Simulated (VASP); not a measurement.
A run of VASP 6.6.1 is set up as follows.

The input POSCAR:

```
SiO2
1.0
    4.1851655636      0.0000000000      0.0000000000
    0.0000000000      4.1851655636      0.0000000000
    0.0000000000      0.0000000000      2.6689856169
Si O
2 4
Direct
    0.0000000000      0.0000000000      0.0000000000
    0.5000000000      0.5000000000      0.5000000000
    0.3060829215      0.3060829215      0.0000000000
    0.1939170785      0.8060829215      0.5000000000
    0.6939170785      0.6939170785      0.0000000000
    0.8060829215      0.1939170785      0.5000000000
```

The input INCAR.step1:

```
ALGO     = Normal         # electronic algorithm
EDIFF    = 1E-4           # SCF threshold, eV
ENCUT    = 520            # plane-wave cutoff, eV
GGA      = PE             # functional
ISMEAR   = -1             # smearing method
LASPH    = True           # aspherical terms in the spheres
LCHARG   = False          # write CHGCAR
LREAL    = False          # projectors in reciprocal space
LWAVE    = True           # write WAVECAR
NBANDS   = 25             # bands
NELM     = 60             # most SCF steps
PREC     = Accurate       # precision mode
SIGMA    = 0.1458         # smearing width, eV
```

The input INCAR.step2:

```
ALGO     = Normal         # electronic algorithm
EDIFF    = 1E-6           # SCF threshold, eV
ENCUT    = 520            # plane-wave cutoff, eV
ISIF     = 2              # what is computed and relaxed
ISMEAR   = -1             # smearing method
ISTART   = 1            
LASPH    = True           # aspherical terms in the spheres
LCHARG   = True           # write CHGCAR
LELF     = True           # ELF
LMIXTAU  = True         
LREAL    = False          # projectors in reciprocal space
LVHAR    = True         
LWAVE    = False          # write WAVECAR
METAGGA  = R2SCAN         # meta-GGA
NBANDS   = 25             # bands
NELM     = 60             # most SCF steps
PREC     = Accurate       # precision mode
SIGMA    = 0.1458         # smearing width, eV
```

The input KPOINTS:

```
k-points
0
Gamma
  4 4 7
```

Potentials or basis: VASP PAW PBE potentials, release 64 (Si, O).

Launch:

```sh
$ cat potpaw_PBE.64/Si/POTCAR potpaw_PBE.64/O/POTCAR > POTCAR
$ cp INCAR.step1 INCAR
$ mpirun -np 1 vasp_std > vasp.out
$ cp INCAR.step2 INCAR
$ mpirun -np 1 vasp_std > vasp.out
```

(1) What does it give for the band gap on the k mesh?

(2) Estimate the largest force.

Answers

(1) 6.51 eV.

(2) 0.018 eV/Å.

Caveat: the PAW data sets were made with another functional, which shifts forces and pressure a little.
